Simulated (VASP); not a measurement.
Runs of VASP 6.6.1 on Ti2B3. The structure is that of space group Pm-3m (No. 221), or close to it. The cells are those of the table. The cell was built from a structure type or drawn by symmetry, and may not be a known phase.

```csv
task,cell,k mesh,cutoff (eV),gap on the mesh (eV),pressure (GPa)
relaxation of cell and atoms,"relaxed from a = 3.825 Å, 5 atoms",4 × 4 × 4,600,none,0.0
relaxation of cell and atoms,"relaxed from a = 3.947 Å, 5 atoms",10 × 10 × 10,600,none,-0.1
single point,"a = 3.825 Å, 5 atoms",4 × 4 × 4,520,none,11.8
single point,"a = 3.948 Å, 5 atoms",10 × 10 × 10,520,none,(a)
single point,"a = 3.947 Å, 5 atoms",4 × 4 × 4,520,none,-0.1
```

Alike in all rows: level PBE; potentials or basis VASP PAW PBE potentials, release 64 (Ti_sv, B); no spin polarisation; smearing gaussian 0.1 eV.

**Question.** Fill in the values left out.

**Answer.** (a) -0.2.

Caveats: some runs use coarse meshes; the relaxation stopped at its first step, so nothing moved (at least some runs).

A gap of «none» marks levels without a gap at the run's occupations.
